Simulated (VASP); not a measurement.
Input of a VASP 6.6.1 run:

The input INCAR:

```
SYSTEM = TiSi2
ALGO = Normal ; EDIFF = 1E-6
EDIFFG = -0.008 ; ENCUT = 600
GGA = PE ; IBRION = 2
ISIF = 3 ; ISMEAR = 0
LASPH = .TRUE. ; LCHARG = .FALSE.
LREAL = .FALSE. ; LWAVE = .FALSE.
NELM = 100 ; NSW = 70
PREC = Accurate ; PSTRESS = 120.0
SIGMA = 0.1
```

File KPOINTS:

```
k-points
0
G
  10 10 10
  0 0 0
```

The input POSCAR:

```
TiSi2
1.0
    1.7292241577     -6.5636096264      0.0000000000
    1.7292241577      6.5636096264      0.0000000000
    0.0000000000      0.0000000000      3.4922980998
Ti Si
2 4
Direct
    0.8974842657      0.1025157343      0.7500000000
    0.1025157343      0.8974842657      0.2500000000
    0.5599199150      0.4400800850      0.7500000000
    0.4400800850      0.5599199150      0.2500000000
    0.2497541205      0.7502458795      0.7500000000
    0.7502458795      0.2497541205      0.2500000000
```

Potentials or basis: VASP PAW PBE potentials, release 64 (Ti_sv, Si).

Command:

```console
$ cat potpaw_PBE.64/Ti_sv/POTCAR potpaw_PBE.64/Si/POTCAR > POTCAR
$ mpirun -np 1 vasp_std > vasp.out
```

**Question.** Predict the band gap on the k mesh.

**Answer.** Zero (bands 20 and 21 overlap by 1.02 eV).

**Question.** Estimate the relaxed volume.

**Answer.** 13.24 Å³/atom.

**Question.** Estimate the relaxed cell.

**Answer.** a = 6.743 Å, b = 6.743 Å, c = 3.511 Å, α = 90.00°, β = 90.00°, γ = 150.16°.

**Question.** Estimate the space group after relaxing (to 0.1 Å).

**Answer.** Cmcm (No. 63).

Forces in eV/Å, atoms in the order of the input:
```
Ti   0.000  0.007  0.000
Ti   0.000 -0.007  0.000
Si   0.000 -0.007  0.000
Si   0.000  0.007  0.000
Si   0.000 -0.004  0.000
Si   0.000  0.004  0.000
```

Caveat: the cell is relaxed towards a set pressure, so the run minimises the enthalpy, not the energy.
